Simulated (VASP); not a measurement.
Set up this calculation in VASP 6.6.1, as the native input.

```yaml
Task: single point
Functional: LDA
Potentials_or_basis: VASP PAW LDA potentials, release 64 (Au)
Cutoff: 520 eV
k_mesh: 14 × 14 × 4
Occupations: fermi-dirac, width 0.1 eV
Spin: no spin polarisation
Dipole_correction: no
Further_INCAR_settings: ALGO = Normal; EDIFF = 1e-06; NBANDS = 30
```

The structure of Au lies in POSCAR:

```
Au
1.0
    2.7249710426      0.0000000000      0.0000000000
   -1.3624855213      2.3598941475      0.0000000000
    0.0000000000      0.0000000000      9.0732250948
Au
4
Direct
    0.0000000000      1.0000000000      0.0000000000
    0.0000000000      1.0000000000      0.5000000000
    0.3333333333      0.6666666667      0.2500000000
    0.6666666667      0.3333333333      0.7500000000
```

This isn't the form of Au at room conditions, which is fcc.

One way to write it, as run:

INCAR

```
SYSTEM = Au
PREC = Accurate
ENCUT = 520
EDIFF = 1E-6
ISMEAR = -1
SIGMA = 0.1
LREAL = .FALSE.
LASPH = .TRUE.
NELM = 60
ALGO = Normal
ISIF = 2
LWAVE = .FALSE.
LCHARG = .FALSE.
NBANDS = 30
```

KPOINTS

```
Automatic mesh
0
G
  14 14 4
  0 0 0
```

Potentials or basis: VASP PAW LDA potentials, release 64 (Au).

Command:

```bash
$ cat potpaw_LDA.64/Au/POTCAR > POTCAR
$ mpirun -np 1 vasp_std > vasp.out
```

It gave:

* Pressure: 36.5 GPa
* Band gap on the k mesh: zero (bands 22 and 23 overlap by 5.52 eV)

Caveat: the cell stands under pressure; spin-orbit coupling is left out, which moves the levels of the heavy elements.

It took 56 s on 1 thread of Intel(R) Xeon(R) Platinum 8559C (Emerald Rapids) (shared host), peak memory 0.21 GiB.
